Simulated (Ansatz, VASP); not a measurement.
# F in VASP and in Ansatz

```xyz
2
Lattice="2.9227 0.0000 0.0000 -1.4614 2.5312 0.0000 0.0000 0.0000 2.9400" Properties=species:S:1:pos:R:3 pbc="T T T"
F     0.0000    1.6874    0.7350
F     1.4614    0.8437    2.2050
```

Change from the starting cell: volume scaled by 1.02, PAW files.

Alike in both runs: task electric field gradients; functional PBE; k mesh 19 × 19 × 10; occupations fermi-dirac, width 0.08 eV; no spin polarisation.

|  | VASP | Ansatz |
| --- | --- | --- |
| version | VASP 6.6.1 | Ansatz 0.2.0 |
| potentials or method | VASP PAW PBE potentials, release 64 (F) | PAW with Ansatz's default frozen-core files, scalar-relativistic |
| plane-wave cutoff (eV) | 520 | 420 |
| valence electrons in the cell | 14 | 14 |

Ansatz gave:

- pressure (GPa): -1.0
- traceless stress, the component that is largest in VASP (GPa): -0.32
- size of Vzz on the site where it differs most (V/Å²): 89.4

Q: Estimate VASP's values.

A: Pressure (GPa): -1.7; traceless stress, the component that is largest in VASP (GPa): -0.33; size of Vzz on the site where it differs most (V/Å²): 90.8.
